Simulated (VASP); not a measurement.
Sn3Se: single point with PBEsol

The system is Sn3Se.

```
Sn Se
1.0
     0.00000    3.65819    4.02400
     3.65819    0.00000    4.02400
     3.65819    3.65819    0.00000
Sn Se
3 1
Direct
  0.25000 0.25000 0.25000
  0.75000 0.75000 0.75000
  0.50000 0.50000 0.50000
  0.00000 0.00000 0.00000
```

This cell differs from its parent crystal: strain +0.1000 x Voigt [0, 0, 1, 0, 0, 0].

```yaml
Program: VASP 6.6.1
Task: single point
Functional: PBEsol
Potentials_or_basis: VASP PAW PBE potentials, release 64 (Sn_d, Se)
Cutoff: 520 eV
k_mesh: 12 × 12 × 12
Occupations: gaussian, width 0.15 eV
Spin: no spin polarisation
```

```
Pressure               : -4.3 GPa
Band gap on the k mesh : zero (bands 24 and 25 overlap by 2.24 eV)
```

Stress tensor (GPa, compression positive):
```
-4.24  0.00  0.00
 0.00 -4.24  0.00
 0.00  0.00 -4.54
```

Levels at points of the mesh, in eV from the Fermi level:
```tsv
k point	band 20	band 21	band 22	band 23	band 24	band 25	band 26	band 27	band 28	band 29
(0.00, 0.00, 0.00)	-2.84	-2.83	-2.83	-1.40	-1.40	-1.12	-0.88	-0.10	-0.10	3.90
(0.50, 0.00, 0.00)	-3.26	-3.12	-2.24	-1.86	-0.93	0.28	1.74	2.34	3.03	3.66
(0.50, 0.50, 0.00)	-4.50	-4.50	-0.43	0.52	0.52	1.41	2.95	2.95	3.10	3.28
(0.50, 0.00, 0.50)	-4.76	-4.69	-0.54	-0.17	0.40	0.91	1.78	3.01	3.40	4.37
```

Run time: 5.3 min on 1 thread of Intel(R) Xeon(R) Platinum 8559C (Emerald Rapids), with other jobs on the host, peak memory 0.57 GiB.

Caveat: the cell differs from its parent crystal (strain +0.1000 x Voigt [0, 0, 1, 0, 0, 0]); the cell stands under tension; the PAW data sets were made with another functional, which shifts forces and pressure a little; spin-orbit coupling is left out, which moves the levels of the heavy elements.
